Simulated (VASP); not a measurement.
# Si8C7 (a cell with a defect) in VASP: a series of runs, part 2 of 2

VASP 6.6.1. Earlier steps stand in the parts before.

## 3. Single point, PBE (atoms taken out, then relaxed in part)

Contents of INCAR:

```
  PREC = Accurate
  ENCUT = 520
  EDIFF = 1E-6
  ISMEAR = 0
  SIGMA = 0.01
  LREAL = Auto
  LASPH = T
  NELM = 100
  ALGO = Normal
  ISIF = 2
  LWAVE = F
  LCHARG = F
  GGA = PE
  NELECT = 58.0
  NBANDS = 43
```

Contents of KPOINTS:

```
Automatic mesh
0
Gamma
  2 2 2
```

Contents of POSCAR:

```
Si8C7
1.0
    0.0000000000      0.0000000000     -5.0742922873
    3.0919365181     -5.3553911431      0.0000000000
   -6.1838730361      0.0000000000      0.0000000000
Si C
8 7
Direct
    0.5464744150      0.1666666667      0.3333333333
    0.5002228192      0.6691950611      0.3383901222
    0.5002228192      0.1616098778      0.8308049389
    0.5002228192      0.6691950611      0.8308049389
   -0.0071983845      0.3424368819      0.1575631181
   -0.0071983845      0.8151262363      0.1575631181
   -0.0071983845      0.3424368819      0.6848737637
   -0.0052095256      0.8333333333      0.6666666667
    0.1241230489      0.6679611660      0.3359223319
    0.1241230489      0.1640776681      0.8320388340
    0.1241230489      0.6679611660      0.8320388340
    0.6203594756      0.3343713774      0.1656286226
    0.6203594756      0.8312572453      0.1656286226
    0.6203594756      0.3343713774      0.6687427547
    0.6216325259      0.8333333333      0.6666666667
```

Potentials or basis: VASP PAW PBE potentials, release 64 (Si, C).

Launch:

```sh
cat potpaw_PBE.64/Si/POTCAR potpaw_PBE.64/C/POTCAR > POTCAR
mpirun -np 1 vasp_std > vasp.out
```

OUTCAR:

```text
PREC = Accurate
   ENCUT = 520
   EDIFF = 1E-6
   ISMEAR = 0
   LREAL = Auto
   LASPH = T
   NELM = 100
   ISIF = 2
   GGA = PE
   NELECT = 58.0

 ion  position               nearest neighbor table
   1  0.546  0.167  0.333-  14 1.83  12 1.83  13 1.83   7 2.95   5 2.95   6 2.95   3 3.10   2 3.10
                             4 3.10   4 3.10   3 3.10   2 3.10
   2  0.500  0.669  0.338-  15 1.86  12 1.89  13 1.89   9 1.91   4 3.05   3 3.05   5 3.05   6 3.05
                             8 3.06   1 3.10   1 3.10   8 3.11   5 3.12   6 3.12   4 3.14   3 3.14
   3  0.500  0.162  0.831-  15 1.86  12 1.89  14 1.89  10 1.91   2 3.05   4 3.05   5 3.05   7 3.05
                             8 3.06   1 3.10   1 3.10   8 3.11   5 3.12   7 3.12   2 3.14   4 3.14
   4  0.500  0.669  0.831-  15 1.86  13 1.89  14 1.89  11 1.91   2 3.05   3 3.05   6 3.05   7 3.05
                             8 3.06   1 3.10   1 3.10   8 3.11   6 3.12   7 3.12   2 3.14   3 3.14
   5  0.993  0.342  0.158-  10 1.87   9 1.87  12 1.89   7 2.92   6 2.92   1 2.95   3 3.05   2 3.05
                             8 3.09   8 3.09   3 3.12   2 3.12
[... 393 lines left out ...]
  Direction    XX          YY          ZZ          XY          YZ          ZX
  --------------------------------------------------------------------------------------
  -------------------------------------------------------------------------------------
  Total      -21.1593072    -21.1593072    -22.4319238      0.0000000      0.0000000      0.0000000
  in kB     -201.7366416   -201.7366416   -213.8699972      0.0000000      0.0000000      0.0000000
  external PRESSURE =    -205.7810934 kB  Pullay stress =       0.0000000 kB

 VOLUME and BASIS-vectors are now :
 -----------------------------------------------------------------------------
  energy-cutoff  :      520.00
  volume of cell :      168.05
      direct lattice vectors                 reciprocal lattice vectors
     0.000000000  0.000000000 -5.074292287     0.000000000  0.000000000 -0.197071817
     3.091936518 -5.355391143  0.000000000     0.000000000 -0.186727724  0.000000000
    -6.183873036  0.000000000  0.000000000    -0.161710953 -0.093363862  0.000000000

 POSITION                                       TOTAL-FORCE (eV/Angst)
 -----------------------------------------------------------------------------------
     -1.54597     -0.89257     -2.77297         0.000000      0.000000     -0.006716
     -0.02345     -3.58380     -2.53828         0.006303      0.003639      0.006804
     -4.63790     -0.86548     -2.53828         0.000000     -0.007278      0.006804
     -3.06848     -3.58380     -2.53828        -0.006303      0.003639      0.006804
      0.08444     -1.83388     -5.03777         0.008607     -0.004969      0.007898
      1.54597     -4.36532     -5.03777        -0.000000      0.009938      0.007898
     -3.17638     -1.83388     -5.03777        -0.008607     -0.004969      0.007898
     -1.54597     -4.46283     -5.04786         0.000000      0.000000     -0.008146
     -0.01201     -3.57719     -0.62984         0.001355      0.000782     -0.011711
     -4.63790     -0.87870     -0.62984         0.000000     -0.001564     -0.011711
     -3.07993     -3.57719     -0.62984        -0.001355      0.000782     -0.011711
      0.00963     -1.79069     -3.14789         0.002577     -0.001488      0.008095
      1.54597     -4.45171     -3.14789        -0.000000      0.002976      0.008095
     -3.10157     -1.79069     -3.14789        -0.002577     -0.001488      0.008095
     -1.54597     -4.46283     -3.15435         0.000000      0.000000     -0.018397
 -----------------------------------------------------------------------------------
    total drift:                               -0.000001      0.000000     -0.040192

  FREE ENERGIE OF THE ION-ELECTRON SYSTEM (eV)
  ---------------------------------------------------
  free  energy   TOTEN  =      -124.3835849017 eV

  energy  without entropy=     -124.3835849017  energy(sigma->0) =     -124.38358490
```

OSZICAR:

```text
N       E                     dE             d eps       ncg     rms          rms(c)
DAV:   1     0.135584069617E+03    0.13558E+03   -0.25758E+04   344   0.119E+03
DAV:   2    -0.121816077686E+03   -0.25740E+03   -0.24791E+03   428   0.212E+02
DAV:   3    -0.137750832220E+03   -0.15935E+02   -0.15824E+02   440   0.505E+01
DAV:   4    -0.138015256667E+03   -0.26442E+00   -0.26400E+00   456   0.733E+00
DAV:   5    -0.138020192419E+03   -0.49358E-02   -0.49329E-02   464   0.987E-01    0.235E+01
DAV:   6    -0.124683623637E+03    0.13337E+02   -0.41008E+01   397   0.214E+01    0.102E+01
DAV:   7    -0.124439633183E+03    0.24399E+00   -0.46389E+00   432   0.755E+00    0.462E+00
DAV:   8    -0.124389077283E+03    0.50556E-01   -0.33361E-01   432   0.213E+00    0.152E+00
DAV:   9    -0.124382826793E+03    0.62505E-02   -0.54046E-02   440   0.953E-01    0.267E-01
DAV:  10    -0.124383225407E+03   -0.39861E-03   -0.56281E-03   432   0.293E-01    0.169E-01
DAV:  11    -0.124383566932E+03   -0.34152E-03   -0.62375E-04   448   0.116E-01    0.466E-02
DAV:  12    -0.124383575989E+03   -0.90571E-05   -0.92280E-05   440   0.400E-02    0.252E-02
DAV:  13    -0.124383584781E+03   -0.87925E-05   -0.25867E-05   424   0.221E-02    0.586E-03
DAV:  14    -0.124383584902E+03   -0.12055E-06   -0.18000E-06   336   0.646E-03
   1 F= -.12438358E+03 E0= -.12438358E+03  d E =-.434935E-24
```

stdout:

```text
POSCAR found type information on POSCAR SiC
 POSCAR found :  2 types and      15 ions
 scaLAPACK will be used
 LDA part: xc-table for (Slater+PW92), standard interpolation
 POSCAR, INCAR and KPOINTS ok, starting setup
 FFT: planning ... GRIDC
 FFT: planning ... GRID_SOFT
 FFT: planning ... GRID
 WAVECAR not read
 entering main loop
 the old and the new charge density differ
 old charge density:    60.00000 new   58.00000
    0.235E+01
```

It took 2 min on 1 thread of Intel Xeon 8259CL, shared host; peak memory 0.27 GiB.

What came out:

```
Free energy   : -124.3836 eV
Largest force : 0.018 eV/Å
```

Forces in eV/Å, atoms in the order of the input:
```
Si   0.000  0.000 -0.007
Si   0.006  0.004  0.007
Si   0.000 -0.007  0.007
Si  -0.006  0.004  0.007
Si   0.009 -0.005  0.008
Si   0.000  0.010  0.008
Si  -0.009 -0.005  0.008
Si   0.000  0.000 -0.008
C    0.001  0.001 -0.012
C    0.000 -0.002 -0.012
C   -0.001  0.001 -0.012
C    0.003 -0.001  0.008
C    0.000  0.003  0.008
C   -0.003 -0.001  0.008
C    0.000  0.000 -0.018
```

Caveat: the k points lie up to 0.62 Å⁻¹ apart; the cell carries a net charge on a neutralising background, which shifts energy and pressure; the cell differs from its parent crystal (atoms taken out, then relaxed in part); the cell is charged against a uniform background, so pressure and absolute levels hang on convention.

## 4. Single point, PBE, collinear spin (atoms taken out, then relaxed in part)

Contents of INCAR:

```
SYSTEM = Si8C7
ALGO = Normal
EDIFF = 1E-6
ENCUT = 520
GGA = PE
ISIF = 2
ISMEAR = 0
ISPIN = 2
LASPH = .TRUE.
LCHARG = .TRUE.
LELF = .TRUE.
LORBIT = 11
LREAL = Auto
LVHAR = .TRUE.
LWAVE = .FALSE.
MAGMOM = 0.25 0 0 0 0.25 0.25 0.25 0 0 0 0 0 0 0 0
NBANDS = 47
NELECT = 59.0
NELM = 150
PREC = Accurate
SIGMA = 0.01
```

Contents of KPOINTS:

```
k-points
0
G
  2 2 2
  0 0 0
```

Contents of POSCAR:

```
Si8C7
1.0
    0.0000000000      0.0000000000     -5.0742922873
    3.0919365181     -5.3553911431      0.0000000000
   -6.1838730361      0.0000000000      0.0000000000
Si C
8 7
Direct
    0.5153885273      0.1666666667      0.3333333333
    0.5017094605      0.6678023880      0.3356047759
    0.5017094605      0.1643952241      0.8321976120
    0.5017094605      0.6678023880      0.8321976120
   -0.0016595214      0.3376657640      0.1623342360
   -0.0016595214      0.8246684720      0.1623342360
   -0.0016595214      0.3376657640      0.6753315280
   -0.0020903735      0.8333333333      0.6666666667
    0.1245356106      0.6678618734      0.3357237468
    0.1245356106      0.1642762532      0.8321381266
    0.1245356106      0.6678618734      0.8321381266
    0.6217505455      0.3337877692      0.1662122308
    0.6217505455      0.8324244615      0.1662122308
    0.6217505455      0.3337877692      0.6675755385
    0.6231118532      0.8333333333      0.6666666667
```

Launch:

```sh
cat potpaw_PBE.64/Si/POTCAR potpaw_PBE.64/C/POTCAR > POTCAR
mpirun -np 1 vasp_std > vasp.out
```

Run time: 4.3 min. Hardware: 1 thread of Intel Xeon 8259CL, shared host; peak memory 0.35 GiB.

The run converged. Its results:

| Quantity | Value |
| --- | --- |
| Free energy | -116.1392 eV |
| Largest force | 0.021 eV/Å |
| Net moment | 0.25 μB per cell |
| Site moments | Si -0.00, +0.00, +0.03 (each value once); C +0.00, -0.00 (each value once) μB |
| Valence electrons inside the program's atomic spheres | Si 1.58, 1.64, 1.60, 1.65 (each value once); C 2.51, 2.54 (each value once) |

Forces in eV/Å, atoms in the order of the input:
```
Si   0.000  0.000 -0.014
Si  -0.003 -0.001 -0.003
Si   0.000  0.003 -0.003
Si   0.003 -0.001 -0.003
Si   0.003 -0.002  0.021
Si   0.000  0.004  0.021
Si  -0.003 -0.002  0.021
Si   0.000  0.000 -0.015
C    0.001  0.000 -0.006
C    0.000 -0.001 -0.006
C   -0.001  0.000 -0.006
C   -0.011  0.007 -0.002
C    0.000 -0.013 -0.002
C    0.011  0.007 -0.002
C    0.000  0.000  0.001
```

Levels at points of the mesh, in eV from the Fermi level:
Spin up:
| k point | band 25 | band 26 | band 27 | band 28 | band 29 | band 30 | band 31 | band 32 | band 33 | band 34 |
| --- | --- | --- | --- | --- | --- | --- | --- | --- | --- | --- |
| (0.00, 0.00, 0.00) | -2.10 | -2.10 | -1.91 | -1.16 | -1.16 | 0.74 | 2.31 | 2.31 | 2.39 | 3.16 |
| (0.50, 0.00, 0.00) | -2.23 | -2.23 | -2.22 | -1.50 | -1.50 | 1.52 | 2.43 | 2.43 | 2.68 | 2.78 |
| (0.00, 0.50, 0.00) | -2.68 | -2.51 | -1.73 | -1.41 | -1.34 | 0.00 | 1.13 | 2.29 | 2.96 | 2.99 |
| (0.50, 0.50, 0.00) | -2.67 | -2.55 | -2.42 | -2.38 | -1.91 | -0.26 | 1.26 | 2.11 | 3.86 | 3.97 |
Spin down:
| k point | band 25 | band 26 | band 27 | band 28 | band 29 | band 30 | band 31 | band 32 | band 33 | band 34 |
| --- | --- | --- | --- | --- | --- | --- | --- | --- | --- | --- |
| (0.00, 0.00, 0.00) | -2.09 | -2.09 | -1.90 | -1.15 | -1.15 | 0.76 | 2.35 | 2.35 | 2.40 | 3.30 |
| (0.50, 0.00, 0.00) | -2.21 | -2.21 | -2.18 | -1.49 | -1.49 | 1.55 | 2.49 | 2.49 | 2.71 | 2.81 |
| (0.00, 0.50, 0.00) | -2.67 | -2.49 | -1.71 | -1.34 | -1.34 | 0.15 | 1.15 | 2.41 | 3.01 | 3.01 |
| (0.50, 0.50, 0.00) | -2.66 | -2.53 | -2.41 | -2.37 | -1.84 | -0.12 | 1.31 | 2.25 | 3.88 | 3.99 |

Caveat: the k points lie up to 0.62 Å⁻¹ apart; the cell carries a net charge on a neutralising background, which shifts energy and pressure; the cell differs from its parent crystal (atoms taken out, then relaxed in part); the cell is charged against a uniform background, so pressure and absolute levels hang on convention.
